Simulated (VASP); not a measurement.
Write the native input for VASP 6.6.1 that does the following.

```yaml
Task: single point
Functional: PBE
Potentials_or_basis: VASP PAW PBE potentials, release 64 (Pt)
Cutoff: 520 eV
k_mesh: 12 × 12 × 1
Occupations: gaussian, width 0.1 eV
Spin: no spin polarisation
Dipole_correction: yes
Further_INCAR_settings: ALGO = Normal; EDIFF = 1e-07; NBANDS = 33
```

The structure of Pt lies in POSCAR:

```
Pt
1.0
    2.8072917799      0.0000000000      0.0000000000
   -1.4036458899      2.4311859972      0.0000000000
    0.0000000000      0.0000000000     24.1685765598
Pt
5
Direct
    0.6666666667      0.3333333333      0.3103203030
    0.3333333333      0.6666666667      0.4051601515
    0.0000000000      0.0000000000      0.5000000000
    0.6666666667      0.3333333333      0.5948398485
    0.3333333333      0.6666666667      0.6896796970
```

One way to write it, as run:

INCAR

```
ALGO = Normal ; DIPOL = 0.5 0.5 0.500
EDIFF = 1E-7 ; ENCUT = 520
GGA = PE ; IDIPOL = 3
ISIF = 2 ; ISMEAR = 0
LASPH = True ; LCHARG = False
LDIPOL = True ; LREAL = False
LWAVE = False ; NBANDS = 33
NELM = 80 ; PREC = Accurate
SIGMA = 0.1
```

KPOINTS

```
k-points
0
Gamma
  12 12 1
```

Potentials or basis: VASP PAW PBE potentials, release 64 (Pt).

The run is started by

```console
$ cat potpaw_PBE.64/Pt/POTCAR > POTCAR
$ mpirun -np 1 vasp_std > vasp.out
```

Results of the run:

The largest force is 0.254 eV/Å and the band gap on the k mesh is zero (bands 25 and 26 overlap by 1.43 eV).

Caveat: spin-orbit coupling is left out, which moves the levels of the heavy elements.

Wall time 6.7 min on 1 thread of Intel Xeon 8259CL (shared host), peak memory 0.34 GiB.
